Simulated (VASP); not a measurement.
Input of a VASP 6.6.1 run:

INCAR

```
PREC = Accurate
ENCUT = 520
EDIFF = 1E-8
ISMEAR = -1
SIGMA = 0.01
LREAL = F
LASPH = T
NELM = 100
ALGO = Normal
ISIF = 2
LWAVE = F
LCHARG = F
GGA = PS
LEFG = T
NBANDS = 16
```

KPOINTS

```
regular mesh
0
Gamma
  9 9 9
```

File POSCAR:

```
AgCl
1.0
    0.0000000000      2.8275392985      2.8275392985
    2.8275392985      0.0000000000      2.8275392985
    2.8275392985      2.8275392985      0.0000000000
Ag Cl
1 1
Direct
    0.5000000000      0.5000000000      0.5000000000
    0.0000000000      0.0000000000      0.0000000000
```

Potentials or basis: VASP PAW PBE potentials, release 64 (Ag, Cl).

Run with:

```bash
$ cat potpaw_PBE.64/Ag/POTCAR potpaw_PBE.64/Cl/POTCAR > POTCAR
$ mpirun -np 1 vasp_std > vasp.out
```

**Question.** Predict the band gap on the k mesh.

**Answer.** 0.80 eV, indirect (least direct gap 2.83 eV).

**Question.** Estimate the pressure.

**Answer.** -4.8 GPa.

Caveat: without QUAD_EFG the Cq values of the log hold for a quadrupole moment of 1 mb, not for the nuclei; the PAW data sets were made with another functional, which shifts forces and pressure a little. A k mesh can miss the band edges.
